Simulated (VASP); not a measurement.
# YPdF2 (P-3m1) in VASP: a series of runs

YPdF2 is run at these levels: PBE; tasks: single point, relaxation of cell and atoms.

Everything below comes from runs of VASP 6.6.1. Logs are shortened: lines on timing, memory, paths and dates and some standing lists are left out, and cuts for length are marked.

## Step 1: The cell of the first run

The structure is trigonal, space group P-3m1 (No. 164). The conventional cell has a = 3.301 Å, b = 3.301 Å, c = 5.362 Å, α = 90.00°, β = 90.00°, γ = 120.00°. Within 3.4 Å of Y (site symmetry -3m) lie 6 F at 2.57 Å and 2 Pd at 2.68 Å and 6 Y at 3.30 Å. Pd (site symmetry -3m) has 6 F at 2.13 Å and 2 Y at 2.68 Å within 2.8 Å. F (site symmetry 3m) has 3 Pd at 2.13 Å and 3 Y at 2.57 Å and 3 F at 2.70 Å within 2.8 Å.

## Step 2: Single point, PBE

Contents of INCAR:

```
PREC = Accurate
ENCUT = 520
EDIFF = 1E-6
ISMEAR = 0
SIGMA = 0.1
LREAL = False
LASPH = True
NELM = 80
ALGO = Normal
ISIF = 2
LWAVE = False
LCHARG = True
GGA = PE
LELF = True
LVHAR = True
NBANDS = 26
```

Contents of KPOINTS:

```
Automatic mesh
0
Gamma
  6 6 4
```

Contents of POSCAR:

```
YPdF2
1.0
    3.3006203600      0.0000000000      0.0000000000
   -1.6503101800      2.8584210800      0.0000000000
    0.0000000000      0.0000000000      5.3618006900
Y Pd F
1 1 2
Direct
    0.0000000000      0.0000000000      0.5000000000
    0.0000000000      0.0000000000      0.0000000000
    0.3333333300      0.6666666700      0.8215414200
    0.6666666700      0.3333333300      0.1784585800
```

Potentials or basis: VASP PAW PBE potentials, release 64 (Y_sv, Pd, F).

Started as:

```sh
$ cat potpaw_PBE.64/Y_sv/POTCAR potpaw_PBE.64/Pd/POTCAR potpaw_PBE.64/F/POTCAR > POTCAR
$ mpirun -np 1 vasp_std > vasp.out
```

OUTCAR:

```text
PREC = Accurate
   ENCUT = 520
   EDIFF = 1E-6
   ISMEAR = 0
   LREAL = False
   LASPH = True
   NELM = 80
   ISIF = 2
   GGA = PE

 ion  position               nearest neighbor table
   1  0.000  0.000  0.500-   3 2.57   4 2.57   3 2.57   4 2.57   4 2.57   3 2.57   2 2.68   2 2.68

   2  0.000  0.000  0.000-   3 2.13   4 2.13   3 2.13   4 2.13   4 2.13   3 2.13   1 2.68   1 2.68

   3  0.333  0.667  0.822-   2 2.13   2 2.13   2 2.13   1 2.57   1 2.57   1 2.57
   4  0.667  0.333  0.178-   2 2.13   2 2.13   2 2.13   1 2.57   1 2.57   1 2.57

  LATTYP: Found a hexagonal cell.
 ALAT       =     3.3006203600
 C/A-ratio  =     1.6244827048

  Lattice vectors:

 A1 = (   3.3006203600,   0.0000000000,   0.0000000000)
 A2 = (  -1.6503101800,   2.8584210800,   0.0000000000)
 A3 = (   0.0000000000,   0.0000000000,   5.3618006900)

Analysis of symmetry for initial positions (statically):
=====================================================================
 Subroutine PRICEL returns:
 Original cell was already a primitive cell.

 Routine SETGRP: Setting up the symmetry group for a
 hexagonal supercell.

 Subroutine GETGRP returns: Found 12 space group operations
 (whereof 12 operations were pure point group operations)
 out of a pool of 24 trial point group operations.

The static configuration has the point symmetry D_3d.

Analysis of symmetry for dynamics (positions and initial velocities):
=====================================================================
 Subroutine PRICEL returns:
 Original cell was already a primitive cell.

 Routine SETGRP: Setting up the symmetry group for a
 hexagonal supercell.

 Subroutine GETGRP returns: Found 12 space group operations
 (whereof 12 operations were pure point group operations)
 out of a pool of 24 trial point group operations.

The dynamic configuration has the point symmetry D_3d.

 Subroutine INISYM returns: Found 12 space group operations
 (whereof 12 operations are pure point group operations),
 and found     1 'primitive' translations

----------------------------------------------------------------------------------------

                                     Primitive cell

  volume of cell :      50.5862

  direct lattice vectors                    reciprocal lattice vectors
     3.300620360  0.000000000  0.000000000     0.302973348  0.174921744  0.000000000
    -1.650310180  2.858421080  0.000000000     0.000000000  0.349843488  0.000000000
     0.000000000  0.000000000  5.361800690     0.000000000  0.000000000  0.186504508

  length of vectors
     3.300620360  3.300620360  5.361800690     0.349843488  0.349843488  0.186504508

  position of ions in fractional coordinates (direct lattice)
     0.000000000  0.000000000  0.500000000
     0.000000000  0.000000000  0.000000000
     0.333333330  0.666666670  0.821541420
     0.666666670  0.333333330  0.178458580

  ion indices of the primitive-cell ions
   primitive index   ion index
                 1           1
                 2           2
                 3           3
                 4           4

----------------------------------------------------------------------------------------

 KPOINTS: Automatic mesh

Automatic generation of k-mesh.
 Grid dimensions read from file:
 generate k-points for:    6    6    4

 Generating k-lattice:

  Cartesian coordinates                     Fractional coordinates (reciprocal lattice)
     0.050495558  0.029153624  0.000000000     0.166666667  0.000000000  0.000000000
     0.000000000  0.058307248  0.000000000     0.000000000  0.166666667  0.000000000
     0.000000000  0.000000000  0.046626127     0.000000000  0.000000000  0.250000000

  Length of vectors
     0.058307248  0.058307248  0.046626127

  Shift w.r.t. Gamma in fractional coordinates (k-lattice)
     0.000000000  0.000000000  0.000000000

 Subroutine IBZKPT returns following result:
 ===========================================

 Found     24 irreducible k-points:

 Following reciprocal coordinates:
            Coordinates               Weight
  0.000000  0.000000  0.000000      1.000000
  0.166667 -0.000000  0.000000      6.000000
  0.333333  0.000000  0.000000      6.000000
  0.500000  0.000000  0.000000      3.000000
  0.166667  0.166667  0.000000      6.000000
  0.333333  0.166667  0.000000     12.000000
[... 16 lines left out ...]
  0.333333  0.166667  0.500000     12.000000
  0.333333  0.333333  0.500000      2.000000
   k-points           NKPTS =     24   k-points in BZ     NKDIM =     24   number of bands    NBANDS=     26
   number of dos      NEDOS =    301   number of ions     NIONS =      4
   total plane-waves  NPLWV =  31360
   dimension x,y,z NGX =    28 NGY =   28 NGZ =   40
   dimension x,y,z NGXF=    56 NGYF=   56 NGZF=   80
   ions per type =               1   1   2
   NGX,Y,Z   is equivalent  to a cutoff of  14.10, 14.10, 12.40 a.u.
   NGXF,Y,Z  is equivalent  to a cutoff of  28.21, 28.21, 24.80 a.u.
 SYSTEM =  unknown system
   PREC   = accura    normal or accurate (medium, high low for compatibility)
   ISTART =      0    job   : 0-new  1-cont  2-samecut
   ICHARG =      2    charge: 1-file 2-atom 10-const
   ISPIN  =      1    spin polarized calculation?
   LNONCOLLINEAR =      F non collinear calculations
   LSORBIT =      F    spin-orbit coupling
   LASPH  =      T    aspherical Exc in radial PAW
   ENCUT  =  520.0 eV  38.22 Ry    6.18 a.u.   6.14  6.14  9.97*2*pi/ulx,y,z
   NELM   =     80;   NELMIN=  2; NELMDL= -5     # of ELM steps
   EDIFF  = 0.1E-05   stopping-criterion for ELM
   LREAL  =      F    real-space projection
   EDIFFG = 0.1E-04   stopping-criterion for IOM
   NSW    =      0    number of steps for IOM
   IBRION =     -1    ionic relax: 0-MD 1-quasi-New 2-CG
   NFREE  =      0    steps in history (QN), initial steepest desc. (CG)
   ISIF   =      2    stress and relaxation
   ISYM   =      2    0-nonsym 1-usesym 2-fastsym
   POTIM  = 0.5000    time-step for ionic-motion
   TEBEG  =    0.0;   TEEND  =   0.0 temperature during run
   PSTRESS=    0.0 pullay stress
   NELECT =      35.0000    total number of electrons
   NUPDOWN=      -1.0000    fix difference up-down
   EMIN   =  10.00;   EMAX   =-10.00  energy-range for DOS
   EFERMI =   0.00;   METHOD = LEGACY
   ISMEAR =     0;   SIGMA  =   0.10  broadening in eV -4-tet -1-fermi 0-gaus
   EFERMI_NEDOS =   21; number of points for ismear=-14 and -15
   IALGO  =     38    algorithm
   IMIX   =      4    mixing-type and parameters
     AMIX     =   0.40;   BMIX     =  1.00
     AMIX_MAG =   1.60;   BMIX_MAG =  1.00
  volume/ion in A,a.u.               =      12.65        85.34
  Fermi-wavevector in a.u.,A,eV,Ry     =   1.447949  2.736227 28.525393  2.096557
  Thomas-Fermi vector in A             =   2.565846
   LORBIT       =      0    0 simple, 1 ext, 2 COOP (PROOUT), +10 PAW based schemes
   GGA     = PE    functional components
   LHFCALC =     F    Hartree Fock is set to
   AEXX    =    0.0000 exact exchange contribution
   IVDW    =     0    specifies the selected vdW correction
   LEPSILON=     F    determine dielectric tensor
   LRPA    =     F    only Hartree local field effects (RPA)
 non-spin polarized calculation
 Gauss-broadening in eV      SIGMA  =   0.10
  energy-cutoff  :      520.00
  volume of cell :       50.59
 maximum number of plane-waves:      1376
 NGX is ok and might be reduce to    28
   NGX = 13   NGY = 13   NGZ = 19

 number of electron      34.9999998 magnetization

 Free energy of the ion-electron system (eV)
  ---------------------------------------------------
  ext. energy  EPLUGINS =         0.00000000
  ---------------------------------------------------
  free energy    TOTEN  =       -18.38040501 eV

  energy without entropy =      -18.35189062  energy(sigma->0) =      -18.36614782

 E-fermi :   7.5340     XC(G=0): -11.8032

 val. band max:        7.5256240154   @ k =   0.0000   0.1667   0.2500
 cond. band min:       7.5991020836   @ k =   0.3333   0.1667   0.0000
 fundamental gap:      0.0734780681
 Fermi energy:         7.5339726305

 k-point     1 :       0.0000    0.0000    0.0000
  band No.  band energies     occupation
      1     -35.5358      2.00000
      2     -18.8597      2.00000
      3     -18.5873      2.00000
      4     -15.3174      2.00000
      5     -15.0940      2.00000
      6     -15.0940      2.00000
[... 18 lines left out ...]
     25      18.0012      0.00000
     26      19.3007      0.00000

 k-point     2 :       0.1667   -0.0000    0.0000
  band No.  band energies     occupation
      1     -35.5046      2.00000
      2     -18.8132      2.00000
      3     -18.5610      2.00000
      4     -15.3819      2.00000
      5     -15.2876      2.00000
      6     -15.1503      2.00000
[... 18 lines left out ...]
     25      17.6103      0.00000
     26      18.6924      0.00000

 k-point     3 :       0.3333    0.0000    0.0000
  band No.  band energies     occupation
      1     -35.4414      2.00000
      2     -18.7225      2.00000
      3     -18.5214      2.00000
      4     -15.6774      2.00000
      5     -15.4574      2.00000
      6     -15.2604      2.00000
[... 18 lines left out ...]
     25      16.1517      0.00000
     26      17.9236      0.00000

 k-point     4 :       0.5000    0.0000    0.0000
  band No.  band energies     occupation
      1     -35.4094      2.00000
      2     -18.6762      2.00000
      3     -18.5138      2.00000
      4     -15.8348      2.00000
      5     -15.5063      2.00000
      6     -15.3143      2.00000
[... 18 lines left out ...]
     25      16.3084      0.00000
     26      16.7888      0.00000

 k-point     5 :       0.1667    0.1667    0.0000
  band No.  band energies     occupation
      1     -35.4573      2.00000
      2     -18.7433      2.00000
      3     -18.5297      2.00000
      4     -15.5357      2.00000
      5     -15.4697      2.00000
      6     -15.2577      2.00000
[... 18 lines left out ...]
     25      16.7889      0.00000
     26      18.2202      0.00000

 k-point     6 :       0.3333    0.1667    0.0000
  band No.  band energies     occupation
      1     -35.4094      2.00000
      2     -18.6616      2.00000
      3     -18.5225      2.00000
      4     -15.7469      2.00000
      5     -15.5270      2.00000
      6     -15.4011      2.00000
[... 427 lines left out ...]
 k-point    21 :       0.5000    0.0000    0.5000
  band No.  band energies     occupation
      1     -35.4061      2.00000
      2     -18.6994      2.00000
      3     -18.4921      2.00000
      4     -15.8561      2.00000
      5     -15.5489      2.00000
      6     -15.3166      2.00000
[... 18 lines left out ...]
     25      16.0718      0.00000
     26      16.9639      0.00000

 k-point    22 :       0.1667    0.1667    0.5000
  band No.  band energies     occupation
      1     -35.4539      2.00000
      2     -18.7992      2.00000
      3     -18.4872      2.00000
      4     -15.5205      2.00000
      5     -15.5192      2.00000
      6     -15.2657      2.00000
[... 18 lines left out ...]
     25      18.4590      0.00000
     26      18.6952      0.00000

 k-point    23 :       0.3333    0.1667    0.5000
  band No.  band energies     occupation
      1     -35.4062      2.00000
      2     -18.6483      2.00000
      3     -18.5416      2.00000
      4     -15.7564      2.00000
      5     -15.5728      2.00000
      6     -15.4073      2.00000
[... 18 lines left out ...]
     25      16.6941      0.00000
     26      17.0140      0.00000

 k-point    24 :       0.3333    0.3333    0.5000
  band No.  band energies     occupation
      1     -35.3902      2.00000
      2     -18.5753      2.00000
      3     -18.5753      2.00000
      4     -15.6382      2.00000
      5     -15.6382      2.00000
      6     -15.6199      2.00000
[... 18 lines left out ...]
     25      17.2588      0.00000
     26      17.2588      0.00000

------------------------ aborting loop because EDIFF is reached ----------------------------------------

  FORCE on cell =-STRESS in cart. coord.  units (eV):
  Direction    XX          YY          ZZ          XY          YZ          ZX
  --------------------------------------------------------------------------------------
  -------------------------------------------------------------------------------------
  Total       14.9443375     14.9443375      9.3063839      0.0000000      0.0000000      0.0000000
  in kB      473.3199420    473.3199420    294.7535879      0.0000000      0.0000000      0.0000000
  external PRESSURE =     413.7978240 kB  Pullay stress =       0.0000000 kB

 VOLUME and BASIS-vectors are now :
 -----------------------------------------------------------------------------
  energy-cutoff  :      520.00
  volume of cell :       50.59
      direct lattice vectors                 reciprocal lattice vectors
     3.300620360  0.000000000  0.000000000     0.302973348  0.174921744  0.000000000
    -1.650310180  2.858421080  0.000000000     0.000000000  0.349843488  0.000000000
     0.000000000  0.000000000  5.361800690     0.000000000  0.000000000  0.186504508

 POSITION                                       TOTAL-FORCE (eV/Angst)
 -----------------------------------------------------------------------------------
      0.00000      0.00000      2.68090        -0.000000      0.000000      0.000000
      0.00000      0.00000      0.00000        -0.000000      0.000000      0.000000
     -0.00000      1.90561      4.40494         0.000000      0.000000     -3.111878
      1.65031      0.95281      0.95686         0.000000     -0.000000      3.111878
 -----------------------------------------------------------------------------------
    total drift:                               -0.000000      0.000000     -0.000000

  FREE ENERGIE OF THE ION-ELECTRON SYSTEM (eV)
  ---------------------------------------------------
  free  energy   TOTEN  =       -18.3804050102 eV

  energy  without entropy=      -18.3518906250  energy(sigma->0) =      -18.36614782
```

It took 21 s on 1 thread of Intel Xeon 6975P-C (Granite Rapids), shared host; peak memory 0.2 GiB.

Results:

- Free energy: -18.3804 eV
- Pressure: 41.4 GPa
- Largest force: 3.112 eV/Å
- Band gap on the k mesh: zero (an odd number of electrons rules out a gap without spin polarisation)

Forces on the atoms (eV/Å):
```
Y    0.000  0.000  0.000
Pd   0.000  0.000  0.000
F    0.000  0.000 -3.112
F    0.000  0.000  3.112
```

Stress tensor (GPa, compression positive):
```
47.33  0.00  0.00
 0.00 47.33  0.00
 0.00  0.00 29.48
```

Caveat: the k points lie up to 0.37 Å⁻¹ apart, too coarse for converged energies and pressures of a metal; an odd number of electrons without spin polarisation forces a metal; a magnetic or distorted state may lie lower.

## Step 3: Single point, PBE

This run uses another cell than the first one, of 18.41 Å³/atom.

INCAR, as its differences from that of step 2:

```diff
@@ -2,3 +2,3 @@
 ENCUT = 520
-EDIFF = 1E-6
+EDIFF = 1E-7
 ISMEAR = 0
@@ -7,3 +7,3 @@
 LASPH = True
-NELM = 80
+NELM = 100
 ALGO = Normal
```

Contents of KPOINTS:

```
regular mesh
0
Gamma
  6 6 4
```

Contents of POSCAR:

```
YPdF2
1.0
    3.8561704592      0.0000000000      0.0000000000
   -1.9280852296      3.3395415790      0.0000000000
    0.0000000000      0.0000000000      5.7197190380
Y Pd F
1 1 2
Direct
    0.0000000000      0.0000000000      0.5000000000
    0.0000000000      0.0000000000      0.0000000000
    0.3333333333      0.6666666667      0.5918750475
    0.6666666667      0.3333333333      0.4081249525
```

Potentials or basis: VASP PAW PBE potentials, release 64 (Y_sv, Pd, F).

Started as:

```sh
$ cat potpaw_PBE.64/Y_sv/POTCAR potpaw_PBE.64/Pd/POTCAR potpaw_PBE.64/F/POTCAR > POTCAR
$ mpirun -np 1 vasp_std > vasp.out
```

Run time: 30 s. Hardware: 1 thread of Intel Xeon 6975P-C (Granite Rapids), shared host; peak memory 0.23 GiB.

It converged, with:

| Property | Result |
| --- | --- |
| Free energy | -24.7072 eV |
| Pressure | 0.0 GPa |
| Band gap on the k mesh | zero (an odd number of electrons rules out a gap without spin polarisation) |

Levels at points of the mesh, in eV from the Fermi level:
```csv
k point,band 16,band 17,band 18,band 19,band 20,band 21
"(0.00, 0.00, 0.00)",-1.73,-1.29,-1.29,3.05,3.05,3.53
"(0.50, 0.00, 0.00)",-1.64,-0.83,0.77,2.02,2.88,3.17
"(0.00, 0.00, 0.50)",-1.30,-1.30,-1.24,0.23,2.43,2.43
"(0.50, 0.00, 0.50)",-1.55,-0.83,0.76,1.54,1.70,2.51
```

Caveat: an odd number of electrons without spin polarisation forces a metal; a magnetic or distorted state may lie lower.

(Part 1 of 2 ends here.)

The gap in the log of VASP goes by the Fermi energy; the results here count the filled bands.